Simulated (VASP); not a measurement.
# Zn in VASP: a series of runs

Zn is run at these levels: LDA; tasks: single point.

Everything below comes from runs of VASP 6.6.1. Logs are shortened: lines on timing, memory, paths and dates and some standing lists are left out, and cuts for length are marked.

## Step 1: The cell of the first run

It takes space group I4/mmm (No. 139, tetragonal). Conventional cell: a = 3.092 Å, b = 3.092 Å, c = 3.011 Å, α = 90.00°, β = 90.00°, γ = 90.00°. Zn (site symmetry 4/mmm) has 14 Zn at 2.65 to 3.09 Å within 3.5 Å.

## Step 2: Single point, LDA (normal strain along x +0.0267, normal strain along z +0.0267)

Contents of INCAR:

```
SYSTEM = Zn
PREC = Accurate
ENCUT = 520
EDIFF = 1E-6
ISMEAR = 0
SIGMA = 0.15
LREAL = .FALSE.
LASPH = .TRUE.
NELM = 60
ALGO = Normal
ISIF = 2
LWAVE = .FALSE.
LCHARG = .FALSE.
NBANDS = 12
```

Contents of KPOINTS:

```
regular mesh
0
G
  20 20 20
  0 0 0
```

Contents of POSCAR:

```
Zn
1.0
   -1.5458392400      1.5056386871      1.5458392400
    1.5458392400     -1.5056386871      1.5458392400
    1.5458392400      1.5056386871     -1.5458392400
Zn
1
Direct
    0.0000000000      0.0000000000      0.0000000000
```

Potentials or basis: VASP PAW LDA potentials, release 64 (Zn).

Run with:

```console
> cat potpaw_LDA.64/Zn/POTCAR > POTCAR
> mpirun -np 1 vasp_std > vasp.out
```

OUTCAR:

```text
SYSTEM = Zn
   PREC = Accurate
   ENCUT = 520
   EDIFF = 1E-6
   ISMEAR = 0
   LREAL = .FALSE.
   LASPH = .TRUE.
   NELM = 60
   ISIF = 2

 ion  position               nearest neighbor table
   1  0.000  0.000  0.000-

  LATTYP: Found a body centered tetragonal cell.
 ALAT       =     3.0916784800
 C/A-ratio  =     0.9739943509

  Lattice vectors:

 A1 = (  -1.5458392400,  -1.5056386871,   1.5458392400)
 A2 = (   1.5458392400,  -1.5056386871,  -1.5458392400)
 A3 = (   1.5458392400,   1.5056386871,   1.5458392400)

Analysis of symmetry for initial positions (statically):
=====================================================================
 Subroutine PRICEL returns:
 Original cell was already a primitive cell.

 Routine SETGRP: Setting up the symmetry group for a
 body centered tetragonal supercell.

 Subroutine GETGRP returns: Found 16 space group operations
 (whereof 16 operations were pure point group operations)
 out of a pool of 16 trial point group operations.

The static configuration has the point symmetry D_4h.

Analysis of symmetry for dynamics (positions and initial velocities):
=====================================================================
 Subroutine PRICEL returns:
 Original cell was already a primitive cell.

 Routine SETGRP: Setting up the symmetry group for a
 body centered tetragonal supercell.

 Subroutine GETGRP returns: Found 16 space group operations
 (whereof 16 operations were pure point group operations)
 out of a pool of 16 trial point group operations.

The dynamic configuration has the point symmetry D_4h.

 Subroutine INISYM returns: Found 16 space group operations
 (whereof 16 operations are pure point group operations),
 and found     1 'primitive' translations

----------------------------------------------------------------------------------------

                                     Primitive cell

  volume of cell :      14.3916

  direct lattice vectors                    reciprocal lattice vectors
    -1.545839240  1.505638687  1.545839240     0.000000000  0.332084984  0.323448899
     1.545839240 -1.505638687  1.545839240     0.323448899  0.000000000  0.323448899
     1.545839240  1.505638687 -1.545839240     0.323448899  0.332084984  0.000000000

  length of vectors
     2.654465251  2.654465251  2.654465251     0.463572677  0.457425820  0.463572677

  position of ions in fractional coordinates (direct lattice)
     0.000000000  0.000000000  0.000000000

  ion indices of the primitive-cell ions
   primitive index   ion index
                 1           1

----------------------------------------------------------------------------------------

 KPOINTS: regular mesh

Automatic generation of k-mesh.
 Grid dimensions read from file:
 generate k-points for:   20   20   20

 Generating k-lattice:

  Cartesian coordinates                     Fractional coordinates (reciprocal lattice)
     0.000000000  0.016604249  0.016172445     0.050000000 -0.000000000  0.000000000
     0.016172445  0.000000000  0.016172445     0.000000000  0.050000000  0.000000000
     0.016172445  0.016604249  0.000000000     0.000000000 -0.000000000  0.050000000

  Length of vectors
     0.023178634  0.022871291  0.023178634

  Shift w.r.t. Gamma in fractional coordinates (k-lattice)
     0.000000000  0.000000000  0.000000000

 Subroutine IBZKPT returns following result:
 ===========================================

 Found    641 irreducible k-points:

 Following reciprocal coordinates:
            Coordinates               Weight
  0.000000  0.000000  0.000000      1.000000
  0.050000  0.000000  0.000000      8.000000
  0.100000  0.000000  0.000000      8.000000
  0.150000  0.000000 -0.000000      8.000000
  0.200000  0.000000  0.000000      8.000000
  0.250000  0.000000 -0.000000      8.000000
[... 16 lines left out ...]
 -0.450000  0.050000  0.000000     16.000000
 -0.400000  0.050000  0.000000     16.000000
 [... further k-points ...]
   k-points           NKPTS =    641   k-points in BZ     NKDIM =    641   number of bands    NBANDS=     12
   number of dos      NEDOS =    301   number of ions     NIONS =      1
   total plane-waves  NPLWV =   8000
   dimension x,y,z NGX =    20 NGY =   20 NGZ =   20
   dimension x,y,z NGXF=    40 NGYF=   40 NGZF=   40
   ions per type =               1
   NGX,Y,Z   is equivalent  to a cutoff of  12.53, 12.53, 12.53 a.u.
   NGXF,Y,Z  is equivalent  to a cutoff of  25.05, 25.05, 25.05 a.u.
 SYSTEM =  Zn
   PREC   = accura    normal or accurate (medium, high low for compatibility)
   ISTART =      0    job   : 0-new  1-cont  2-samecut
   ICHARG =      2    charge: 1-file 2-atom 10-const
   ISPIN  =      1    spin polarized calculation?
   LNONCOLLINEAR =      F non collinear calculations
   LSORBIT =      F    spin-orbit coupling
   LASPH  =      T    aspherical Exc in radial PAW
   ENCUT  =  520.0 eV  38.22 Ry    6.18 a.u.   4.94  4.94  4.94*2*pi/ulx,y,z
   NELM   =     60;   NELMIN=  2; NELMDL= -5     # of ELM steps
   EDIFF  = 0.1E-05   stopping-criterion for ELM
   LREAL  =      F    real-space projection
   EDIFFG = 0.1E-04   stopping-criterion for IOM
   NSW    =      0    number of steps for IOM
   IBRION =     -1    ionic relax: 0-MD 1-quasi-New 2-CG
   NFREE  =      0    steps in history (QN), initial steepest desc. (CG)
   ISIF   =      2    stress and relaxation
   ISYM   =      2    0-nonsym 1-usesym 2-fastsym
   POTIM  = 0.5000    time-step for ionic-motion
   TEBEG  =    0.0;   TEEND  =   0.0 temperature during run
   PSTRESS=    0.0 pullay stress
   NELECT =      12.0000    total number of electrons
   NUPDOWN=      -1.0000    fix difference up-down
   EMIN   =  10.00;   EMAX   =-10.00  energy-range for DOS
   EFERMI =   0.00;   METHOD = LEGACY
   ISMEAR =     0;   SIGMA  =   0.15  broadening in eV -4-tet -1-fermi 0-gaus
   EFERMI_NEDOS =   21; number of points for ismear=-14 and -15
   IALGO  =     38    algorithm
   IMIX   =      4    mixing-type and parameters
     AMIX     =   0.40;   BMIX     =  1.00
     AMIX_MAG =   1.60;   BMIX_MAG =  1.00
  volume/ion in A,a.u.               =      14.39        97.12
  Fermi-wavevector in a.u.,A,eV,Ry     =   1.540868  2.911818 32.303963  2.374274
  Thomas-Fermi vector in A             =   2.646894
   LORBIT       =      0    0 simple, 1 ext, 2 COOP (PROOUT), +10 PAW based schemes
   GGA     = CA    functional components
   LHFCALC =     F    Hartree Fock is set to
   AEXX    =    0.0000 exact exchange contribution
   IVDW    =     0    specifies the selected vdW correction
   LEPSILON=     F    determine dielectric tensor
   LRPA    =     F    only Hartree local field effects (RPA)
 non-spin polarized calculation
 Gauss-broadening in eV      SIGMA  =   0.15
  energy-cutoff  :      520.00
  volume of cell :       14.39
 maximum number of plane-waves:       404
   NGX =  9   NGY =  9   NGZ =  9

 number of electron      11.9999993 magnetization

 Free energy of the ion-electron system (eV)
  ---------------------------------------------------
  ext. energy  EPLUGINS =         0.00000000
  ---------------------------------------------------
  free energy    TOTEN  =        -1.77236248 eV

  energy without entropy =       -1.76910030  energy(sigma->0) =       -1.77073139

 E-fermi :   3.4254     XC(G=0): -12.1971

 val. band max:        3.3925142619   @ k =   0.5000  -0.4500   0.2500
 cond. band min:       3.4295780158   @ k =   0.5000   0.5000   0.2000
 fundamental gap:      0.0370637539
 Fermi energy:         3.4254091857

 k-point     1 :       0.0000    0.0000    0.0000
  band No.  band energies     occupation
      1      -7.5402      2.00000
      2      -4.6938      2.00000
      3      -4.6385      2.00000
      4      -4.6385      2.00000
      5      -4.1139      2.00000
      6      -4.0635      2.00000
      7      23.0718      0.00000
      8      23.0718      0.00000
      9      23.5900      0.00000
     10      24.8005      0.00000
     11      24.8005      0.00000
     12      25.2056      0.00000

 k-point     2 :       0.0500    0.0000    0.0000
  band No.  band energies     occupation
      1      -7.4565      2.00000
      2      -4.6907      2.00000
      3      -4.6371      2.00000
      4      -4.6291      2.00000
      5      -4.1147      2.00000
      6      -4.0698      2.00000
      7      22.2154      0.00000
      8      22.3954      0.00000
      9      22.7846      0.00000
     10      23.9937      0.00000
     11      24.1214      0.00000
     12      24.8881      0.00000

 k-point     3 :       0.1000    0.0000    0.0000
  band No.  band energies     occupation
      1      -7.2080      2.00000
      2      -4.7055      2.00000
      3      -4.6324      2.00000
      4      -4.5777      2.00000
      5      -4.1201      2.00000
      6      -4.0822      2.00000
      7      19.6933      0.00000
      8      21.1483      0.00000
      9      21.7013      0.00000
     10      23.0856      0.00000
     11      23.3465      0.00000
     12      25.0046      0.00000
[... 286 lines left out ...]
 k-point    23 :      -0.4500    0.0500    0.0000
  band No.  band energies     occupation
      1      -5.3595      2.00000
      2      -4.9965      2.00000
      3      -4.1293      2.00000
      4      -4.0397      2.00000
      5      -3.7972      2.00000
      6      -0.9054      2.00000
      7       4.4888      0.00000
      8      14.5652      0.00000
      9      16.0049      0.00000
     10      19.9234      0.00000
     11      21.5129      0.00000
     12      29.5633      0.00000

 k-point    24 :      -0.4000    0.0500    0.0000
  band No.  band energies     occupation
      1      -5.3428      2.00000
      2      -4.9648      2.00000
      3      -4.1434      2.00000
      4      -4.0499      2.00000
      5      -3.8984      2.00000
      6      -2.1700      2.00000
      7       6.4171      0.00000
      8      15.0011      0.00000
      9      16.3526      0.00000
     10      20.1714      0.00000
     11      21.6530      0.00000
     12      28.4554      0.00000

 [... further k-points ...]
[... 5 lines left out ...]
  --------------------------------------------------------------------------------------
  -------------------------------------------------------------------------------------
  Total       -0.2996157     -0.4050030     -0.2996157      0.0000000     -0.0000000      0.0000000
  in kB      -33.3553643    -45.0878418    -33.3553643      0.0000000     -0.0000000      0.0000000
  external PRESSURE =     -37.2661901 kB  Pullay stress =       0.0000000 kB

 VOLUME and BASIS-vectors are now :
 -----------------------------------------------------------------------------
  energy-cutoff  :      520.00
  volume of cell :       14.39
      direct lattice vectors                 reciprocal lattice vectors
    -1.545839240  1.505638687  1.545839240     0.000000000  0.332084984  0.323448899
     1.545839240 -1.505638687  1.545839240     0.323448899  0.000000000  0.323448899
     1.545839240  1.505638687 -1.545839240     0.323448899  0.332084984  0.000000000

 POSITION                                       TOTAL-FORCE (eV/Angst)
 -----------------------------------------------------------------------------------
      0.00000      0.00000      0.00000        -0.000000      0.000000     -0.000000
 -----------------------------------------------------------------------------------
    total drift:                                0.000000     -0.000000      0.000000

  FREE ENERGIE OF THE ION-ELECTRON SYSTEM (eV)
  ---------------------------------------------------
  free  energy   TOTEN  =        -1.7723624843 eV

  energy  without entropy=       -1.7691003015  energy(sigma->0) =       -1.77073139
```

Wall time 26 s (1 thread of Intel Xeon 6975P-C (Granite Rapids), shared host); peak memory 0.21 GiB.

Results:

| Property | Result |
| --- | --- |
| Free energy | -1.7724 eV |
| Pressure | -3.7 GPa |
| Band gap on the k mesh | zero (band 6 reaches 7.36 eV, above the bottom of band 7 at 2.28 eV) |

Caveat: the cell differs from its parent crystal (normal strain along x +0.0267, normal strain along z +0.0267).

[end of part 1 of 2]
